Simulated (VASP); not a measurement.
System: Si7RuO16 (a cell with a defect).

```xyz
24
Lattice="0.0000 5.0814 7.0944 5.0814 0.0000 7.0944 5.0814 5.0814 0.0000" Properties=species:S:1:pos:R:3 pbc="T T T"
Si    3.5479    3.6078    3.6086
Si    8.6133    8.6276   10.5967
Si    4.2217    1.0313    5.2594
Si    3.9944    6.1258    5.3433
Si    6.1112    3.9008    8.9054
Si    6.0185    9.2577    8.8694
Si    1.5762    1.5375   -0.0161
Ru    6.6466    6.5811    7.1742
O     4.5427    4.1511    2.4480
O     4.5800    3.6320    9.3585
O     5.6050    6.2115    5.6125
O     5.7709    6.2039   12.8653
O     3.5813    4.6145    4.8816
O     8.9649    9.7267   11.7443
O     6.3963    3.0921    7.5184
O     5.9584    8.2962    7.5291
O     1.2280    0.6125    1.2732
O     6.3096    5.5196    8.6654
O     2.0379    3.4790    3.0118
O     7.1225    8.8254    9.9787
O     8.4222    6.4173    6.6147
O     3.1535    6.4626    6.7018
O     3.9861    2.1209    4.0848
O     8.6594    7.1436   11.2400
```

Program: VASP 6.6.1. Alike in all runs: task single point; no spin polarisation; cell as given; k mesh 1 × 1 × 1, shifted.

Order these runs on this cell by their band gap on the k mesh, lowest first.
A. level LDA; potentials or basis VASP PAW LDA potentials, release 64 (Si, Ru_pv, O); cutoff (eV) 520; smearing fermi-dirac 0.01 eV
B. level r2SCAN; potentials or basis VASP PAW PBE potentials, release 64 (Si, Ru_pv, O); cutoff (eV) 580; smearing fermi-dirac 0.01 eV
C. level PBE; potentials or basis VASP PAW PBE potentials, release 64 (Si, Ru_pv, O); cutoff (eV) 520; smearing gaussian 0.01 eV

A (0.77 eV), C (0.93 eV), B (1.31 eV).

Caveats: semilocal functionals underestimate gaps, and a narrow one can read as zero (at least some runs).

A k mesh can miss the band edges.
